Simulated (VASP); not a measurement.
# Mg: single point with PBEsol

The system is Mg.

```
Mg
1.0
    -1.77945    1.77945    1.56220
     1.77945   -1.77945    1.56220
     1.77945    1.77945   -1.56220
Mg
1
Cartesian
  0.0000 0.0000 0.0000
```

```
Program             : VASP 6.6.1
Task                : single point
Functional          : PBEsol
Potentials or basis : VASP PAW PBE potentials, release 64 (Mg)
Cutoff              : 520 eV
k mesh              : 18 × 18 × 18
Occupations         : gaussian, width 0.15 eV
Spin                : no spin polarisation
```

```yaml
Pressure: 6.4 GPa
Band_gap_on_the_k_mesh: zero (bands 1 and 2 overlap by 4.77 eV)
```

Stress tensor (GPa, compression positive):
```
5.70 0.00 0.00
0.00 5.70 0.00
0.00 0.00 7.66
```

Levels at points of the mesh, in eV from the Fermi level:
```
           k point  band 1  band 2  band 3  band 4  band 5
(0.00, 0.00, 0.00)   -7.62   12.22   14.66   15.24   15.24
(0.50, 0.00, 0.00)   -1.45   -0.52    8.42    9.84   10.42
(0.50, 0.50, 0.00)   -2.12   -1.53   11.05   12.42   13.20
(0.50, 0.50, 0.50)    3.24    3.24    3.36    4.26    6.79
```

Run time: 38 s on 1 thread of Intel(R) Xeon(R) Platinum 8259CL CPU @ 2.50GHz (Skylake/Cascade Lake), on a shared host, peak memory 0.19 GiB.

Caveat: the cell stands under pressure; the PAW data sets were made with another functional, which shifts forces and pressure a little.
